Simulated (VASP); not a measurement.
# CdTeF6 (Fm-3m) in VASP: a series of runs

Runs on CdTeF6. Level: PBE. Tasks: single point, relaxation of cell and atoms.

All numbers are computed with VASP 6.6.1; they aren't measurements. Logs are shortened: lines on timing, memory, paths and dates and some standing lists are left out, and cuts for length are marked.

## 1. The cell of the first run

Symmetry: Fm-3m, No. 225, cubic system. Conventional cell: a = 8.693 Å, b = 8.693 Å, c = 8.693 Å, α = 90.00°, β = 90.00°, γ = 90.00°. Cd (site symmetry m-3m) has 6 F at 2.26 Å within 3.0 Å. Within 2.8 Å of Te (site symmetry m-3m) lie 6 F at 2.09 Å. Within 2.8 Å of F (site symmetry 4mm) lie 1 Te at 2.09 Å and 1 Cd at 2.26 Å.

## 2. Single point, PBE

INCAR

```
PREC = Accurate ; ENCUT = 520
EDIFF = 1E-6 ; ISMEAR = 0
SIGMA = 0.02 ; LREAL = False
LASPH = True ; NELM = 100
ALGO = Normal ; ISIF = 2
LWAVE = False ; LCHARG = False
GGA = PE ; NBANDS = 40
```

KPOINTS

```
regular mesh
0
Gamma
  6 6 6
```

POSCAR

```
CdTeF6
1.0
    0.0000000000      4.3463037541      4.3463037541
    4.3463037541      0.0000000000      4.3463037541
    4.3463037541      4.3463037541      0.0000000000
Cd Te F
1 1 6
Direct
    0.0000000000      0.0000000000      0.0000000000
    0.5000000000      0.5000000000      0.5000000000
    0.7402890084      0.2597109916      0.2597109916
    0.2597109916      0.7402890084      0.7402890084
    0.2597109916      0.7402890084      0.2597109916
    0.7402890084      0.2597109916      0.7402890084
    0.2597109916      0.2597109916      0.7402890084
    0.7402890084      0.7402890084      0.2597109916
```

Potentials or basis: VASP PAW PBE potentials, release 64 (Cd, Te, F).

Started as:

```sh
$ cat potpaw_PBE.64/Cd/POTCAR potpaw_PBE.64/Te/POTCAR potpaw_PBE.64/F/POTCAR > POTCAR
$ mpirun -np 1 vasp_std > vasp.out
```

OUTCAR:

```text
PREC = Accurate
   ENCUT = 520
   EDIFF = 1E-6
   ISMEAR = 0
   LREAL = False
   LASPH = True
   NELM = 100
   ISIF = 2
   GGA = PE

 ion  position               nearest neighbor table
   1  0.000  0.000  0.000-   3 2.26   4 2.26   5 2.26   6 2.26   7 2.26   8 2.26
   2  0.500  0.500  0.500-   3 2.09   4 2.09   5 2.09   6 2.09   7 2.09   8 2.09
   3  0.740  0.260  0.260-   2 2.09   1 2.26
   4  0.260  0.740  0.740-   2 2.09   1 2.26
   5  0.260  0.740  0.260-   2 2.09   1 2.26
   6  0.740  0.260  0.740-   2 2.09   1 2.26
   7  0.260  0.260  0.740-   2 2.09   1 2.26
   8  0.740  0.740  0.260-   2 2.09   1 2.26

  LATTYP: Found a face centered cubic cell.
 ALAT       =     8.6926075082

  Lattice vectors:

 A1 = (   0.0000000000,   4.3463037541,   4.3463037541)
 A2 = (   4.3463037541,   0.0000000000,   4.3463037541)
 A3 = (   4.3463037541,   4.3463037541,   0.0000000000)

Analysis of symmetry for initial positions (statically):
=====================================================================
 Subroutine PRICEL returns:
 Original cell was already a primitive cell.

 Routine SETGRP: Setting up the symmetry group for a
 face centered cubic supercell.

 Subroutine GETGRP returns: Found 48 space group operations
 (whereof 48 operations were pure point group operations)
 out of a pool of 48 trial point group operations.

The static configuration has the point symmetry O_h .

Analysis of symmetry for dynamics (positions and initial velocities):
=====================================================================
 Subroutine PRICEL returns:
 Original cell was already a primitive cell.

 Routine SETGRP: Setting up the symmetry group for a
 face centered cubic supercell.

 Subroutine GETGRP returns: Found 48 space group operations
 (whereof 48 operations were pure point group operations)
 out of a pool of 48 trial point group operations.

The dynamic configuration has the point symmetry O_h .

 Subroutine INISYM returns: Found 48 space group operations
 (whereof 48 operations are pure point group operations),
 and found     1 'primitive' translations

----------------------------------------------------------------------------------------

                                     Primitive cell

  volume of cell :     164.2065

  direct lattice vectors                    reciprocal lattice vectors
     0.000000000  4.346303754  4.346303754    -0.115040280  0.115040280  0.115040280
     4.346303754  0.000000000  4.346303754     0.115040280 -0.115040280  0.115040280
     4.346303754  4.346303754  0.000000000     0.115040280  0.115040280 -0.115040280

  length of vectors
     6.146601715  6.146601715  6.146601715     0.199255610  0.199255610  0.199255610

  position of ions in fractional coordinates (direct lattice)
     0.000000000  0.000000000  0.000000000
     0.500000000  0.500000000  0.500000000
     0.740289008  0.259710992  0.259710992
     0.259710992  0.740289008  0.740289008
     0.259710992  0.740289008  0.259710992
     0.740289008  0.259710992  0.740289008
     0.259710992  0.259710992  0.740289008
     0.740289008  0.740289008  0.259710992

  ion indices of the primitive-cell ions
   primitive index   ion index
                 1           1
                 2           2
                 3           3
                 4           4
                 5           5
                 6           6
                 7           7
                 8           8

----------------------------------------------------------------------------------------

 KPOINTS: regular mesh

Automatic generation of k-mesh.
 Grid dimensions read from file:
 generate k-points for:    6    6    6

 Generating k-lattice:

  Cartesian coordinates                     Fractional coordinates (reciprocal lattice)
    -0.019173380  0.019173380  0.019173380     0.166666667  0.000000000  0.000000000
     0.019173380 -0.019173380  0.019173380     0.000000000  0.166666667  0.000000000
     0.019173380  0.019173380 -0.019173380     0.000000000  0.000000000  0.166666667

  Length of vectors
     0.033209268  0.033209268  0.033209268

  Shift w.r.t. Gamma in fractional coordinates (k-lattice)
     0.000000000  0.000000000  0.000000000

 Subroutine IBZKPT returns following result:
 ===========================================

 Found     16 irreducible k-points:

 Following reciprocal coordinates:
            Coordinates               Weight
  0.000000  0.000000  0.000000      1.000000
  0.166667  0.000000  0.000000      8.000000
  0.333333  0.000000  0.000000      8.000000
  0.500000  0.000000  0.000000      4.000000
  0.166667  0.166667  0.000000      6.000000
  0.333333  0.166667  0.000000     24.000000
[... 8 lines left out ...]
 -0.333333  0.333333  0.166667     24.000000
 -0.333333  0.500000  0.166667     12.000000
   k-points           NKPTS =     16   k-points in BZ     NKDIM =     16   number of bands    NBANDS=     40
   number of dos      NEDOS =    301   number of ions     NIONS =      8
   total plane-waves  NPLWV = 110592
   dimension x,y,z NGX =    48 NGY =   48 NGZ =   48
   dimension x,y,z NGXF=    96 NGYF=   96 NGZF=   96
   ions per type =               1   1   6
   NGX,Y,Z   is equivalent  to a cutoff of  12.98, 12.98, 12.98 a.u.
   NGXF,Y,Z  is equivalent  to a cutoff of  25.96, 25.96, 25.96 a.u.
 SYSTEM =  unknown system
   PREC   = accura    normal or accurate (medium, high low for compatibility)
   ISTART =      0    job   : 0-new  1-cont  2-samecut
   ICHARG =      2    charge: 1-file 2-atom 10-const
   ISPIN  =      1    spin polarized calculation?
   LNONCOLLINEAR =      F non collinear calculations
   LSORBIT =      F    spin-orbit coupling
   LASPH  =      T    aspherical Exc in radial PAW
   ENCUT  =  520.0 eV  38.22 Ry    6.18 a.u.  11.43 11.43 11.43*2*pi/ulx,y,z
   NELM   =    100;   NELMIN=  2; NELMDL= -5     # of ELM steps
   EDIFF  = 0.1E-05   stopping-criterion for ELM
   LREAL  =      F    real-space projection
   EDIFFG = 0.1E-04   stopping-criterion for IOM
   NSW    =      0    number of steps for IOM
   IBRION =     -1    ionic relax: 0-MD 1-quasi-New 2-CG
   NFREE  =      0    steps in history (QN), initial steepest desc. (CG)
   ISIF   =      2    stress and relaxation
   ISYM   =      2    0-nonsym 1-usesym 2-fastsym
   POTIM  = 0.5000    time-step for ionic-motion
   TEBEG  =    0.0;   TEEND  =   0.0 temperature during run
   PSTRESS=    0.0 pullay stress
   NELECT =      60.0000    total number of electrons
   NUPDOWN=      -1.0000    fix difference up-down
   EMIN   =  10.00;   EMAX   =-10.00  energy-range for DOS
   EFERMI =   0.00;   METHOD = LEGACY
   ISMEAR =     0;   SIGMA  =   0.02  broadening in eV -4-tet -1-fermi 0-gaus
   EFERMI_NEDOS =   21; number of points for ismear=-14 and -15
   IALGO  =     38    algorithm
   IMIX   =      4    mixing-type and parameters
     AMIX     =   0.40;   BMIX     =  1.00
     AMIX_MAG =   1.60;   BMIX_MAG =  1.00
  volume/ion in A,a.u.               =      20.53       138.51
  Fermi-wavevector in a.u.,A,eV,Ry     =   1.170384  2.211706 18.637254  1.369800
  Thomas-Fermi vector in A             =   2.306844
   LORBIT       =      0    0 simple, 1 ext, 2 COOP (PROOUT), +10 PAW based schemes
   GGA     = PE    functional components
   LHFCALC =     F    Hartree Fock is set to
   AEXX    =    0.0000 exact exchange contribution
   IVDW    =     0    specifies the selected vdW correction
   LEPSILON=     F    determine dielectric tensor
   LRPA    =     F    only Hartree local field effects (RPA)
 non-spin polarized calculation
 Gauss-broadening in eV      SIGMA  =   0.02
  energy-cutoff  :      520.00
  volume of cell :      164.21
 maximum number of plane-waves:      4477
 NGX is ok and might be reduce to    48
   NGX = 23   NGY = 23   NGZ = 23

 number of electron      59.9999950 magnetization

 Free energy of the ion-electron system (eV)
  ---------------------------------------------------
  ext. energy  EPLUGINS =         0.00000000
  ---------------------------------------------------
  free energy    TOTEN  =       -31.62741650 eV

  energy without entropy =      -31.62741650  energy(sigma->0) =      -31.62741650

 E-fermi :  -1.3631     XC(G=0):  -7.4897

 val. band max:       -1.5439308195   @ k =   0.5000   0.5000   0.0000
 cond. band min:       1.1878696260   @ k =   0.5000   0.0000   0.0000
 fundamental gap:      2.7318004455
 Fermi energy:        -1.3630580632

 k-point     1 :       0.0000    0.0000    0.0000
  band No.  band energies     occupation
      1     -24.1944      2.00000
      2     -23.6333      2.00000
      3     -23.6333      2.00000
      4     -23.6333      2.00000
      5     -23.4133      2.00000
      6     -23.4133      2.00000
[... 32 lines left out ...]
     39       9.0775      0.00000
     40       9.4766      0.00000

 k-point     2 :       0.1667    0.0000    0.0000
  band No.  band energies     occupation
      1     -24.1769      2.00000
      2     -23.6537      2.00000
      3     -23.6321      2.00000
      4     -23.6321      2.00000
      5     -23.4143      2.00000
      6     -23.4143      2.00000
[... 32 lines left out ...]
     39       9.0689      0.00000
     40       9.6010      0.00000

 k-point     3 :       0.3333    0.0000    0.0000
  band No.  band energies     occupation
      1     -24.1376      2.00000
      2     -23.6999      2.00000
      3     -23.6300      2.00000
      4     -23.6300      2.00000
      5     -23.4165      2.00000
      6     -23.4165      2.00000
[... 32 lines left out ...]
     39       9.3131      0.00000
     40       9.8582      0.00000

 k-point     4 :       0.5000    0.0000    0.0000
  band No.  band energies     occupation
      1     -24.1146      2.00000
      2     -23.7265      2.00000
      3     -23.6291      2.00000
      4     -23.6291      2.00000
      5     -23.4178      2.00000
      6     -23.4178      2.00000
[... 32 lines left out ...]
     39       9.2957      0.00000
     40      10.2147      0.00000
[... 428 lines left out ...]
     39       9.0218      0.00000
     40       9.8324      0.00000

 k-point    15 :      -0.3333    0.3333    0.1667
  band No.  band energies     occupation
      1     -24.1104      2.00000
      2     -23.6899      2.00000
      3     -23.6352      2.00000
      4     -23.6332      2.00000
      5     -23.4531      2.00000
      6     -23.4158      2.00000
[... 32 lines left out ...]
     39       9.0538      0.00000
     40       9.7125      0.00000

 k-point    16 :      -0.3333    0.5000    0.1667
  band No.  band energies     occupation
      1     -24.1112      2.00000
      2     -23.6645      2.00000
      3     -23.6381      2.00000
      4     -23.6366      2.00000
      5     -23.4744      2.00000
      6     -23.4139      2.00000
[... 32 lines left out ...]
     39       9.3472      0.00000
     40       9.5925      0.00000

------------------------ aborting loop because EDIFF is reached ----------------------------------------

  FORCE on cell =-STRESS in cart. coord.  units (eV):
  Direction    XX          YY          ZZ          XY          YZ          ZX
  --------------------------------------------------------------------------------------
  -------------------------------------------------------------------------------------
  Total       -0.2172066     -0.2172066     -0.2172066     -0.0000000     -0.0000000      0.0000000
  in kB       -2.1193043     -2.1193043     -2.1193043     -0.0000000     -0.0000000      0.0000000
  external PRESSURE =      -2.1193043 kB  Pullay stress =       0.0000000 kB

 VOLUME and BASIS-vectors are now :
 -----------------------------------------------------------------------------
  energy-cutoff  :      520.00
  volume of cell :      164.21
      direct lattice vectors                 reciprocal lattice vectors
     0.000000000  4.346303754  4.346303754    -0.115040280  0.115040280  0.115040280
     4.346303754  0.000000000  4.346303754     0.115040280 -0.115040280  0.115040280
     4.346303754  4.346303754  0.000000000     0.115040280  0.115040280 -0.115040280

 POSITION                                       TOTAL-FORCE (eV/Angst)
 -----------------------------------------------------------------------------------
      0.00000      0.00000      0.00000         0.000000      0.000000      0.000000
      4.34630      4.34630      4.34630         0.000000      0.000000      0.000000
      2.25757      4.34630      4.34630         0.099807      0.000000      0.000000
      6.43504      4.34630      4.34630        -0.099807      0.000000      0.000000
      4.34630      2.25757      4.34630         0.000000      0.099807      0.000000
      4.34630      6.43504      4.34630         0.000000     -0.099807      0.000000
      4.34630      4.34630      2.25757         0.000000      0.000000      0.099807
      4.34630      4.34630      6.43504         0.000000      0.000000     -0.099807
 -----------------------------------------------------------------------------------
    total drift:                                0.000000      0.000000      0.000000

  FREE ENERGIE OF THE ION-ELECTRON SYSTEM (eV)
  ---------------------------------------------------
  free  energy   TOTEN  =       -31.6274165038 eV

  energy  without entropy=      -31.6274165038  energy(sigma->0) =      -31.62741650
```

It took 70 s on 1 thread of Intel Xeon 6975P-C (Granite Rapids), shared host; peak memory 0.37 GiB.

Results:

| Item | Value |
| --- | --- |
| Free energy | -31.6274 eV |
| Pressure | -0.2 GPa |
| Largest force | 0.100 eV/Å |
| Band gap on the k mesh | 2.73 eV, indirect (least direct gap 3.47 eV) |

Forces in eV/Å, atoms in the order of the input:
```
Cd   0.000  0.000  0.000
Te   0.000  0.000  0.000
F    0.100  0.000  0.000
F   -0.100  0.000  0.000
F    0.000  0.100  0.000
F    0.000 -0.100  0.000
F    0.000  0.000  0.100
F    0.000  0.000 -0.100
```

Levels at points of the mesh, in eV from the valence-band top:
```tsv
k point	band 27	band 28	band 29	band 30	band 31	band 32	band 33	band 34
(0.00, 0.00, 0.00)	-2.38	-2.38	-2.38	-2.10	4.28	4.28	4.28	5.06
(0.50, 0.00, 0.00)	-2.58	-2.58	-2.52	-0.74	2.73	4.98	4.98	6.84
(0.50, 0.50, 0.00)	-2.56	-2.56	-2.38	0.00	4.50	4.50	4.63	4.93
```

Caveat: spin-orbit coupling is left out, which moves the levels of the heavy elements. A k mesh can miss the band edges.

## 3. Relaxation of cell and atoms, PBE

This run uses another cell than the first one, of 20.42 Å³/atom, 0.995 times its volume.

INCAR

```
SYSTEM = CdTeF6
PREC = Accurate ; ENCUT = 600
EDIFF = 1E-6 ; ISMEAR = 0
SIGMA = 0.02 ; LREAL = .False.
LASPH = .True. ; NELM = 100
ALGO = Normal ; ISIF = 3
LWAVE = .False. ; LCHARG = .False.
GGA = PE ; IBRION = 2
NSW = 100 ; EDIFFG = -0.01
```

KPOINTS

```
Automatic mesh
0
Gamma
  6 6 6
  0 0 0
```

POSCAR

```
CdTeF6
1.0
    0.0000000000      4.3386100432      4.3386100432
    4.3386100432      0.0000000000      4.3386100432
    4.3386100432      4.3386100432      0.0000000000
Cd Te F
1 1 6
Direct
    0.0000000000      0.0000000000      0.0000000000
    0.5000000000      0.5000000000      0.5000000000
    0.7406720140      0.2593279860      0.2593279860
    0.2593279860      0.7406720140      0.7406720140
    0.2593279860      0.7406720140      0.2593279860
    0.7406720140      0.2593279860      0.7406720140
    0.2593279860      0.2593279860      0.7406720140
    0.7406720140      0.7406720140      0.2593279860
```

Potentials or basis: VASP PAW PBE potentials, release 64 (Cd, Te, F).

Started as:

```sh
$ cat potpaw_PBE.64/Cd/POTCAR potpaw_PBE.64/Te/POTCAR potpaw_PBE.64/F/POTCAR > POTCAR
$ mpirun -np 1 vasp_std > vasp.out
```

Wall time 3.1 min (1 thread of Intel Xeon 6975P-C (Granite Rapids), shared host); peak memory 0.43 GiB.

The run converged. Its results:

| Item | Value |
| --- | --- |
| Free energy | -31.6394 eV |
| Relaxed volume | 20.49 Å³/atom |
| Relaxed cell | a = 6.143 Å, b = 6.143 Å, c = 6.143 Å, α = 60.00°, β = 60.00°, γ = 60.00° |
| Space group after relaxing (to 0.05 Å) | Fm-3m (No. 225) |
| Energy gained by relaxing | 0.4 meV/atom |
| Ionic steps | 4 |
| Pressure after relaxing | 0.0 GPa |
| Band gap on the k mesh | 2.71 eV, indirect (least direct gap 3.43 eV) |

The path:
| step | energy change (eV) | largest force (eV/Å) | pressure (GPa) | volume (Å³) |
| --- | --- | --- | --- | --- |
| 1 | 0.0000 | 0.1391 | -0.04 | 163.34 |
| 2 | -0.0026 | 0.0067 | 0.25 | 163.22 |
| 3 | -0.0026 | 0.0043 | 0.23 | 163.23 |
| 4 | -0.0031 | 0.0005 | 0.00 | 163.90 |

Final structure:
```xyz
8
Lattice="0.0000 4.3436 4.3436 4.3436 0.0000 4.3436 4.3436 4.3436 0.0000" Properties=species:S:1:pos:R:3 pbc="T T T"
Cd    0.0000    4.3436    4.3436
Te    4.3436    4.3436    4.3436
F     2.2605    4.3436    4.3436
F     6.4268    4.3436    4.3436
F     4.3436    2.2605    4.3436
F     4.3436    6.4268    4.3436
F     4.3436    4.3436    2.2605
F     4.3436    4.3436    6.4268
```

Levels at points of the mesh, in eV from the valence-band top:
| k point | band 28 | band 29 | band 30 | band 31 | band 32 | band 33 |
| --- | --- | --- | --- | --- | --- | --- |
| (0.00, 0.00, 0.00) | -2.43 | -2.43 | -2.09 | 4.30 | 4.30 | 4.30 |
| (0.50, 0.00, 0.00) | -2.63 | -2.56 | -0.72 | 2.71 | 5.01 | 5.01 |
| (0.50, 0.50, 0.00) | -2.61 | -2.43 | 0.00 | 4.53 | 4.53 | 4.66 |

Caveat: spin-orbit coupling is left out, which moves the levels of the heavy elements. As with any semilocal functional, this PBE gap is likely too small.

(Continued in part 2 of 2.)
